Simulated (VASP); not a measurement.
Write the native input for VASP 6.6.1 that does the following.

| Property | Result |
| --- | --- |
| Task | relaxation of shape and atoms at fixed volume |
| Functional | PBE |
| Potentials or basis | VASP PAW PBE potentials, release 64 (Sc_sv, Si) |
| Cutoff | 600 eV |
| k mesh | 10 × 10 × 10 |
| Occupations | gaussian, width 0.05 eV |
| Spin | no spin polarisation |
| Dipole correction | no |
| Further INCAR settings | ALGO = Normal; EDIFF = 1e-07; IBRION = 2; EDIFFG = -0.01; NSW = 60; ISIF = 4 |

The structure of ScSi2 lies in POSCAR:

```
ScSi2
1.0
    4.0063887564      0.0000000000      0.0000000000
   -2.0031943782      3.4696344405      0.0000000000
    0.0000000000      0.0000000000      3.6065495309
Sc Si
1 2
Direct
    0.0000000000      0.0000000000      0.0000000000
    0.3333333333      0.6666666667      0.5000000000
    0.6666666667      0.3333333333      0.5000000000
```

One way to write it, as run:

INCAR

```
SYSTEM = ScSi2
PREC = Accurate
ENCUT = 600
EDIFF = 1E-7
ISMEAR = 0
SIGMA = 0.05
LREAL = .FALSE.
LASPH = .TRUE.
NELM = 80
ALGO = Normal
ISIF = 4
LWAVE = .FALSE.
LCHARG = .FALSE.
GGA = PE
IBRION = 2
NSW = 60
EDIFFG = -0.01
```

KPOINTS

```
regular mesh
0
G
  10 10 10
  0 0 0
```

Potentials or basis: VASP PAW PBE potentials, release 64 (Sc_sv, Si).

Run with:

```bash
$ cat potpaw_PBE.64/Sc_sv/POTCAR potpaw_PBE.64/Si/POTCAR > POTCAR
$ mpirun -np 1 vasp_std > vasp.out
```

It gave:

```
Energy gained by relaxing : 0.1 meV/atom
Ionic steps               : 3
Pressure after relaxing   : 2.0 GPa
Band gap on the k mesh    : zero (an odd number of electrons rules out a gap without spin polarisation)
```

Caveat: an odd number of electrons without spin polarisation forces a metal; a magnetic or distorted state may lie lower.

Wall time 73 s on 1 thread of AMD EPYC 9R45 96-Core Processor (Zen 5), with other jobs on the host, peak memory 0.2 GiB.
